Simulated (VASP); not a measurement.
# TiHg (P4/mmm) in VASP: notebook

The runs below take TiHg through single point, with LDA.

All numbers are computed with VASP 6.6.1; they aren't measurements. Logs are shortened: lines on timing, memory, paths and dates and some standing lists are left out, and cuts for length are marked.

## 1. The cell of the first run

It takes space group P4/mmm (No. 123, tetragonal). Conventional cell: a = 2.949 Å, b = 2.949 Å, c = 4.208 Å, α = 90.00°, β = 90.00°, γ = 90.00°. Ti (site symmetry 4/mmm) has 4 Ti at 2.95 Å and 8 Hg at 2.96 Å within 3.9 Å. Hg (site symmetry 4/mmm) has 4 Hg at 2.95 Å and 8 Ti at 2.96 Å within 3.9 Å.

## 2. Single point, LDA

INCAR

```
SYSTEM = TiHg
ALGO = Normal ; EDIFF = 1E-7
ENCUT = 520 ; ISIF = 2
ISMEAR = 0 ; LASPH = .True.
LCHARG = .True. ; LELF = .True.
LREAL = .False. ; LVHAR = .True.
LWAVE = .False. ; NBANDS = 19
NELM = 100 ; PREC = Accurate
SIGMA = 0.01
```

KPOINTS

```
k-points
0
Gamma
  11 11 9
  0 0 0
```

POSCAR

```
TiHg
1.0
    2.9488200000      0.0000000000      0.0000000000
    0.0000000000      2.9488200000      0.0000000000
    0.0000000000      0.0000000000      4.2076218242
Ti Hg
1 1
Direct
    0.5000000000      0.5000000000      0.5000000000
    0.0000000000      0.0000000000      0.0000000000
```

Potentials or basis: VASP PAW LDA potentials, release 64 (Ti_sv, Hg).

Launch:

```console
$ cat potpaw_LDA.64/Ti_sv/POTCAR potpaw_LDA.64/Hg/POTCAR > POTCAR
$ mpirun -np 1 vasp_std > vasp.out
```

OUTCAR:

```text
SYSTEM = TiHg
   EDIFF = 1E-7
   ENCUT = 520
   ISIF = 2
   ISMEAR = 0
   LASPH = .True.
   LREAL = .False.
   NELM = 100
   PREC = Accurate

 ion  position               nearest neighbor table
   1  0.500  0.500  0.500-   2 2.96   2 2.96   2 2.96   2 2.96   2 2.96   2 2.96   2 2.96   2 2.96

   2  0.000  0.000  0.000-   1 2.96   1 2.96   1 2.96   1 2.96   1 2.96   1 2.96   1 2.96   1 2.96

  LATTYP: Found a simple tetragonal cell.
 ALAT       =     2.9488200000
 C/A-ratio  =     1.4268832361

  Lattice vectors:

 A1 = (   2.9488200000,   0.0000000000,   0.0000000000)
 A2 = (   0.0000000000,   2.9488200000,   0.0000000000)
 A3 = (   0.0000000000,   0.0000000000,   4.2076218242)

Analysis of symmetry for initial positions (statically):
=====================================================================
 Subroutine PRICEL returns:
 Original cell was already a primitive cell.

 Routine SETGRP: Setting up the symmetry group for a
 simple tetragonal supercell.

 Subroutine GETGRP returns: Found 16 space group operations
 (whereof 16 operations were pure point group operations)
 out of a pool of 16 trial point group operations.

The static configuration has the point symmetry D_4h.

Analysis of symmetry for dynamics (positions and initial velocities):
=====================================================================
 Subroutine PRICEL returns:
 Original cell was already a primitive cell.

 Routine SETGRP: Setting up the symmetry group for a
 simple tetragonal supercell.

 Subroutine GETGRP returns: Found 16 space group operations
 (whereof 16 operations were pure point group operations)
 out of a pool of 16 trial point group operations.

The dynamic configuration has the point symmetry D_4h.

 Subroutine INISYM returns: Found 16 space group operations
 (whereof 16 operations are pure point group operations),
 and found     1 'primitive' translations

----------------------------------------------------------------------------------------

                                     Primitive cell

  volume of cell :      36.5875

  direct lattice vectors                    reciprocal lattice vectors
     2.948820000  0.000000000  0.000000000     0.339118698  0.000000000  0.000000000
     0.000000000  2.948820000  0.000000000     0.000000000  0.339118698  0.000000000
     0.000000000  0.000000000  4.207621824     0.000000000  0.000000000  0.237663945

  length of vectors
     2.948820000  2.948820000  4.207621824     0.339118698  0.339118698  0.237663945

  position of ions in fractional coordinates (direct lattice)
     0.500000000  0.500000000  0.500000000
     0.000000000  0.000000000  0.000000000

  ion indices of the primitive-cell ions
   primitive index   ion index
                 1           1
                 2           2

----------------------------------------------------------------------------------------

 KPOINTS: k-points

Automatic generation of k-mesh.
 Grid dimensions read from file:
 generate k-points for:   11   11    9

 Generating k-lattice:

  Cartesian coordinates                     Fractional coordinates (reciprocal lattice)
     0.030828973  0.000000000  0.000000000     0.090909091  0.000000000  0.000000000
     0.000000000  0.030828973  0.000000000     0.000000000  0.090909091  0.000000000
     0.000000000  0.000000000  0.026407105     0.000000000  0.000000000  0.111111111

  Length of vectors
     0.030828973  0.030828973  0.026407105

  Shift w.r.t. Gamma in fractional coordinates (k-lattice)
     0.000000000  0.000000000  0.000000000

 Subroutine IBZKPT returns following result:
 ===========================================

 Found    105 irreducible k-points:

 Following reciprocal coordinates:
            Coordinates               Weight
  0.000000  0.000000  0.000000      1.000000
  0.090909  0.000000  0.000000      4.000000
  0.181818  0.000000  0.000000      4.000000
  0.272727  0.000000  0.000000      4.000000
  0.363636  0.000000  0.000000      4.000000
  0.454545  0.000000  0.000000      4.000000
[... 16 lines left out ...]
  0.090909  0.000000  0.111111      8.000000
  0.181818  0.000000  0.111111      8.000000
 [... further k-points ...]
   k-points           NKPTS =    105   k-points in BZ     NKDIM =    105   number of bands    NBANDS=     19
   number of dos      NEDOS =    301   number of ions     NIONS =      2
   total plane-waves  NPLWV =  18432
   dimension x,y,z NGX =    24 NGY =   24 NGZ =   32
   dimension x,y,z NGXF=    48 NGYF=   48 NGZF=   64
   ions per type =               1   1
   NGX,Y,Z   is equivalent  to a cutoff of  13.53, 13.53, 12.64 a.u.
   NGXF,Y,Z  is equivalent  to a cutoff of  27.06, 27.06, 25.29 a.u.
 SYSTEM =  TiHg
   PREC   = accura    normal or accurate (medium, high low for compatibility)
   ISTART =      0    job   : 0-new  1-cont  2-samecut
   ICHARG =      2    charge: 1-file 2-atom 10-const
   ISPIN  =      1    spin polarized calculation?
   LNONCOLLINEAR =      F non collinear calculations
   LSORBIT =      F    spin-orbit coupling
   LASPH  =      T    aspherical Exc in radial PAW
   ENCUT  =  520.0 eV  38.22 Ry    6.18 a.u.   5.48  5.48  7.82*2*pi/ulx,y,z
   NELM   =    100;   NELMIN=  2; NELMDL= -5     # of ELM steps
   EDIFF  = 0.1E-06   stopping-criterion for ELM
   LREAL  =      F    real-space projection
   EDIFFG = 0.1E-05   stopping-criterion for IOM
   NSW    =      0    number of steps for IOM
   IBRION =     -1    ionic relax: 0-MD 1-quasi-New 2-CG
   NFREE  =      0    steps in history (QN), initial steepest desc. (CG)
   ISIF   =      2    stress and relaxation
   ISYM   =      2    0-nonsym 1-usesym 2-fastsym
   POTIM  = 0.5000    time-step for ionic-motion
   TEBEG  =    0.0;   TEEND  =   0.0 temperature during run
   PSTRESS=    0.0 pullay stress
   NELECT =      24.0000    total number of electrons
   NUPDOWN=      -1.0000    fix difference up-down
   EMIN   =  10.00;   EMAX   =-10.00  energy-range for DOS
   EFERMI =   0.00;   METHOD = LEGACY
   ISMEAR =     0;   SIGMA  =   0.01  broadening in eV -4-tet -1-fermi 0-gaus
   EFERMI_NEDOS =   21; number of points for ismear=-14 and -15
   IALGO  =     38    algorithm
   IMIX   =      4    mixing-type and parameters
     AMIX     =   0.40;   BMIX     =  1.00
     AMIX_MAG =   1.60;   BMIX_MAG =  1.00
  volume/ion in A,a.u.               =      18.29       123.45
  Fermi-wavevector in a.u.,A,eV,Ry     =   1.422441  2.688023 27.529178  2.023338
  Thomas-Fermi vector in A             =   2.543144
   LORBIT       =      0    0 simple, 1 ext, 2 COOP (PROOUT), +10 PAW based schemes
   GGA     = CA    functional components
   LHFCALC =     F    Hartree Fock is set to
   AEXX    =    0.0000 exact exchange contribution
   IVDW    =     0    specifies the selected vdW correction
   LEPSILON=     F    determine dielectric tensor
   LRPA    =     F    only Hartree local field effects (RPA)
 non-spin polarized calculation
 Gauss-broadening in eV      SIGMA  =   0.01
  energy-cutoff  :      520.00
  volume of cell :       36.59
 maximum number of plane-waves:      1011
 NGX is ok and might be reduce to    24
   NGX = 11   NGY = 11   NGZ = 15

 number of electron      23.9999994 magnetization

 Free energy of the ion-electron system (eV)
  ---------------------------------------------------
  ext. energy  EPLUGINS =         0.00000000
  ---------------------------------------------------
  free energy    TOTEN  =        -9.80117921 eV

  energy without entropy =       -9.80091241  energy(sigma->0) =       -9.80104581

 E-fermi :   6.2132     XC(G=0): -12.0712

 val. band max:        6.2105241235   @ k =   0.4545   0.3636   0.1111
 cond. band min:       6.2138662346   @ k =   0.3636   0.0909   0.3333
 fundamental gap:      0.0033421111
 Fermi energy:         6.2131735201

 k-point     1 :       0.0000    0.0000    0.0000
  band No.  band energies     occupation
      1     -50.1237      2.00000
      2     -26.9210      2.00000
      3     -26.5139      2.00000
      4     -26.5139      2.00000
      5      -3.2705      2.00000
      6      -2.4829      2.00000
[... 11 lines left out ...]
     18      15.5449      0.00000
     19      15.5449      0.00000

 k-point     2 :       0.0909    0.0000    0.0000
  band No.  band energies     occupation
      1     -50.1208      2.00000
      2     -26.9183      2.00000
      3     -26.5402      2.00000
      4     -26.5117      2.00000
      5      -3.0975      2.00000
      6      -2.3942      2.00000
[... 11 lines left out ...]
     18      14.6558      0.00000
     19      15.8704      0.00000

 k-point     3 :       0.1818    0.0000    0.0000
  band No.  band energies     occupation
      1     -50.1130      2.00000
      2     -26.9112      2.00000
      3     -26.6104      2.00000
      4     -26.5058      2.00000
      5      -2.7222      2.00000
      6      -2.0118      2.00000
[... 11 lines left out ...]
     18      13.5803      0.00000
     19      16.7727      0.00000

 k-point     4 :       0.2727    0.0000    0.0000
  band No.  band energies     occupation
      1     -50.1028      2.00000
      2     -26.9018      2.00000
      3     -26.7013      2.00000
      4     -26.4981      2.00000
      5      -2.4567      2.00000
      6      -1.4233      2.00000
[... 11 lines left out ...]
     18      13.2735      0.00000
     19      18.1023      0.00000

 k-point     5 :       0.3636    0.0000    0.0000
  band No.  band energies     occupation
      1     -50.0935      2.00000
      2     -26.8933      2.00000
      3     -26.7839      2.00000
      4     -26.4910      2.00000
      5      -2.2983      2.00000
      6      -1.5922      2.00000
[... 11 lines left out ...]
     18      13.2690      0.00000
     19      17.6467      0.00000
[... 334 lines left out ...]
      2     -26.8516      2.00000
      3     -26.7889      2.00000
      4     -26.7881      2.00000
      5      -2.4467      2.00000
      6      -1.7823      2.00000
[... 11 lines left out ...]
     18      14.3339      0.00000
     19      14.7672      0.00000

 k-point    22 :       0.0000    0.0000    0.1111
  band No.  band energies     occupation
      1     -50.1236      2.00000
      2     -26.9226      2.00000
      3     -26.5140      2.00000
      4     -26.5140      2.00000
      5      -3.1988      2.00000
      6      -2.4770      2.00000
[... 11 lines left out ...]
     18      15.7956      0.00000
     19      15.7956      0.00000

 k-point    23 :       0.0909    0.0000    0.1111
  band No.  band energies     occupation
      1     -50.1207      2.00000
      2     -26.9199      2.00000
      3     -26.5402      2.00000
      4     -26.5117      2.00000
      5      -3.0304      2.00000
      6      -2.3874      2.00000
[... 11 lines left out ...]
     18      14.9397      0.00000
     19      16.1038      0.00000

 k-point    24 :       0.1818    0.0000    0.1111
  band No.  band energies     occupation
      1     -50.1130      2.00000
      2     -26.9125      2.00000
      3     -26.6103      2.00000
      4     -26.5058      2.00000
      5      -2.6846      2.00000
      6      -1.9887      2.00000
[... 11 lines left out ...]
     18      14.2698      0.00000
     19      16.9638      0.00000

 [... further k-points ...]
[... 5 lines left out ...]
  --------------------------------------------------------------------------------------
  -------------------------------------------------------------------------------------
  Total       -1.2002192     -1.2002192     -1.8134825      0.0000000     -0.0000000      0.0000000
  in kB      -52.5578892    -52.5578892    -79.4128384      0.0000000     -0.0000000      0.0000000
  external PRESSURE =     -61.5095390 kB  Pullay stress =       0.0000000 kB

 VOLUME and BASIS-vectors are now :
 -----------------------------------------------------------------------------
  energy-cutoff  :      520.00
  volume of cell :       36.59
      direct lattice vectors                 reciprocal lattice vectors
     2.948820000  0.000000000  0.000000000     0.339118698  0.000000000  0.000000000
     0.000000000  2.948820000  0.000000000     0.000000000  0.339118698  0.000000000
     0.000000000  0.000000000  4.207621824     0.000000000  0.000000000  0.237663945

 POSITION                                       TOTAL-FORCE (eV/Angst)
 -----------------------------------------------------------------------------------
      1.47441      1.47441      2.10381         0.000000      0.000000      0.000000
      0.00000      0.00000      0.00000         0.000000      0.000000      0.000000
 -----------------------------------------------------------------------------------
    total drift:                                0.000000      0.000000     -0.000000

  FREE ENERGIE OF THE ION-ELECTRON SYSTEM (eV)
  ---------------------------------------------------
  free  energy   TOTEN  =        -9.8011792115 eV

  energy  without entropy=       -9.8009124093  energy(sigma->0) =       -9.80104581
```

Wall time 60 s (1 thread of Intel Xeon Platinum 8259CL at 2.50GHz (Skylake/Cascade Lake), shared host); peak memory 0.19 GiB.

Results:

```
Free energy            : -9.8012 eV
Pressure               : -6.2 GPa
Band gap on the k mesh : zero (bands 12 and 13 overlap by 1.10 eV)
```

Stress tensor (GPa, compression positive):
```
-5.26  0.00  0.00
 0.00 -5.26  0.00
 0.00  0.00 -7.94
```

Levels at points of the mesh, in eV from the Fermi level:
| k point | band 8 | band 9 | band 10 | band 11 | band 12 | band 13 | band 14 | band 15 | band 16 | band 17 |
| --- | --- | --- | --- | --- | --- | --- | --- | --- | --- | --- |
| (0.00, 0.00, 0.00) | -6.94 | -6.94 | -6.41 | -0.54 | -0.53 | 0.58 | 2.01 | 2.01 | 2.63 | 6.69 |

Caveat: the cell stands under tension; spin-orbit coupling is left out, which moves the levels of the heavy elements.

[end of part 1 of 2]
